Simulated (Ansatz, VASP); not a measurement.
## Cs2LiScF6 in VASP and in Ansatz

The input INCAR:

```
PREC = Accurate
ENCUT = 520
EDIFF = 1E-6
ISMEAR = 0
SIGMA = 0.05
LREAL = False
LASPH = True
NELM = 60
ALGO = Normal
ISIF = 2
LWAVE = False
LCHARG = False
GGA = PS
NBANDS = 48
```

File KPOINTS:

```
regular mesh
0
Gamma
  6 6 6
```

POSCAR

```
Cs2LiScF6
1.0
    0.0000000000      4.2963951983      4.2963951983
    4.2963951983      0.0000000000      4.2963951983
    4.2963951983      4.2963951983      0.0000000000
Cs Li Sc F
2 1 1 6
Direct
    0.7500785300      0.7499214700      0.7500785300
    0.2500785300      0.2499214700      0.2500785300
    0.5096816944      0.4903183056      0.5096816944
    0.0094690533     -0.0094690533      0.0094690533
    0.7527065101      0.2472934899      0.2263456963
    0.2263456963      0.2472934899      0.7527065101
    0.2263456963      0.7736543037      0.7527065101
    0.2442463827      0.7557536173      0.2442463827
    0.7706071965      0.2293928035      0.7706071965
    0.7527065101      0.7736543037      0.2263456963
```

Input for Ansatz:

```yaml
crystal:
  lattice:
    - [0.0, 4.2963951983, 4.2963951983]
    - [4.2963951983, 0.0, 4.2963951983]
    - [4.2963951983, 4.2963951983, 0.0]
  atoms:
    - { symbol: Cs, position: [0.75007853, 0.74992147, 0.75007853] }
    - { symbol: Cs, position: [0.25007853, 0.24992147, 0.25007853] }
    - { symbol: Li, position: [0.5096816944, 0.4903183056, 0.5096816944] }
    - { symbol: Sc, position: [0.0094690533, -0.0094690533, 0.0094690533] }
    - { symbol: F, position: [0.7527065101, 0.2472934899, 0.2263456963] }
    - { symbol: F, position: [0.2263456963, 0.2472934899, 0.7527065101] }
    - { symbol: F, position: [0.2263456963, 0.7736543037, 0.7527065101] }
    - { symbol: F, position: [0.2442463827, 0.7557536173, 0.2442463827] }
    - { symbol: F, position: [0.7706071965, 0.2293928035, 0.7706071965] }
    - { symbol: F, position: [0.7527065101, 0.7736543037, 0.2263456963] }
basis:
  ecutwfc: 420
kpoints:
  mp_grid: { grid: [6, 6, 6] }
hamiltonian:
  xc: pbesol
scf:
  occupations: { method: gaussian, width: 0.05 }
output:
  forces: true
  stress: true
  eigenvalues: true
```

Change from the starting cell: mode 22 (244.7 1/cm) frozen in, largest displacement +0.090 Å.

Alike in both runs: task single point; functional PBEsol; k mesh 6 × 6 × 6; occupations gaussian, width 0.05 eV; no spin polarisation.

```csv
,VASP,Ansatz
version,VASP 6.6.1,Ansatz 0.2.0
potentials or method,"VASP PAW PBE potentials, release 64 (Cs_sv, Li_sv, Sc_sv, F), cutoff 520 eV","scalar-relativistic, plane waves, PAW"
valence electrons in the cell,74,74
```

|  | VASP | Ansatz | Ansatz less VASP |
| --- | --- | --- | --- |
| gap on the k mesh at the Fermi level (eV) | 6.60 | 6.63 | +0.030 |
| least direct gap on the mesh (eV) | 6.60 | 6.63 | +0.031 |
| rms of the force components (eV/Å) | 0.218 | 0.220 | +0.0019 |

VASP's potentials were made for PBE, not for PBEsol. Atom by atom the forces differ by 0.035 eV/Å (rms over components). The functional is the same, so the differences come from potentials, cutoffs and numerics.

Spin-orbit coupling is off throughout. Noted on VASP's run: the cutoff is short for stress, so the pressure is rough.
